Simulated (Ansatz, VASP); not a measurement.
# One calculation of SrCl2, two programs

```
CELL_PARAMETERS angstrom
0.00000 3.46494 3.46494
3.46494 0.00000 3.46494
3.46494 3.46494 0.00000
ATOMIC_POSITIONS crystal
Sr 0.00000 0.00000 0.00000
Cl 0.75000 0.75000 0.75000
Cl 0.25000 0.25000 0.25000
```

Change from the starting cell: volume scaled by 0.98.

Alike in both runs: task single point; functional PBE; k mesh 7 × 7 × 7; occupations fermi-dirac, width 0.05 eV; no spin polarisation.

```csv
,VASP,Ansatz
version,VASP 6.6.1,Ansatz 0.2.0
potentials or method,"VASP PAW PBE potentials, release 64 (Sr_sv, Cl), cutoff 520 eV","all-electron LAPW, scalar-relativistic"
```

|  | VASP | Ansatz | Ansatz less VASP |
| --- | --- | --- | --- |
| gap on the k mesh at the Fermi level (eV) | 5.45 | 5.46 | +0.005 |
| least direct gap on the mesh (eV) | 5.70 | 5.71 | +0.002 |
| pressure (GPa) | 1.9 | 1.8 | -0.10 |

Ansatz ran all-electron here, and VASP with PAW potentials.
